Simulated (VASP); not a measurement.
A run of VASP 6.6.1 is set up as follows.

File INCAR:

```
PREC = Accurate ; ENCUT = 600
EDIFF = 1E-6 ; ISMEAR = 0
SIGMA = 0.02 ; LREAL = F
LASPH = T ; NELM = 60
ALGO = Normal ; ISIF = 3
LWAVE = F ; LCHARG = F
GGA = PE ; IVDW = 12
IBRION = 2 ; NSW = 100
EDIFFG = -0.005
```

File KPOINTS:

```
Automatic mesh
0
Gamma
  12 12 2
```

POSCAR

```
WSe2
1.0
    3.2790406019      0.0000000000      0.0000000000
   -1.6395203009      2.8397324613      0.0000000000
    0.0000000000      0.0000000000     12.7928297555
W Se
2 4
Direct
    0.6666666667      0.3333333333      0.2500164789
    0.3333333333      0.6666666667      0.7499835211
    0.3333333333      0.6666666667      0.3816762949
    0.6666666667      0.3333333333      0.8816429105
    0.3333333333      0.6666666667      0.1183570895
    0.6666666667      0.3333333333      0.6183237051
```

Potentials or basis: VASP PAW PBE potentials, release 64 (W_sv, Se).

Launch:

```sh
$ cat potpaw_PBE.64/W_sv/POTCAR potpaw_PBE.64/Se/POTCAR > POTCAR
$ mpirun -np 1 vasp_std > vasp.out
```

Estimate the band gap on the k mesh.

0.89 eV, indirect (least direct gap 1.56 eV).

Predict the relaxed volume.

19.89 Å³/atom.

Predict the relaxed cell.

a = 3.281 Å, b = 3.281 Å, c = 12.802 Å, α = 90.00°, β = 90.00°, γ = 120.00°.

Estimate the space group after relaxing (to 0.05 Å).

P6_3/mmc (No. 194).

Final structure:
```
W Se
1.0
     3.28082    0.00000    0.00000
    -1.64041    2.84127    0.00000
     0.00000    0.00000   12.80237
W Se
2 4
Direct
  0.66667 0.33333 0.25002
  0.33333 0.66667 0.74998
  0.33333 0.66667 0.38173
  0.66667 0.33333 0.88170
  0.33333 0.66667 0.11830
  0.66667 0.33333 0.61827
```

Caveat: spin-orbit coupling is left out, which moves the levels of the heavy elements. A k mesh can miss the band edges.
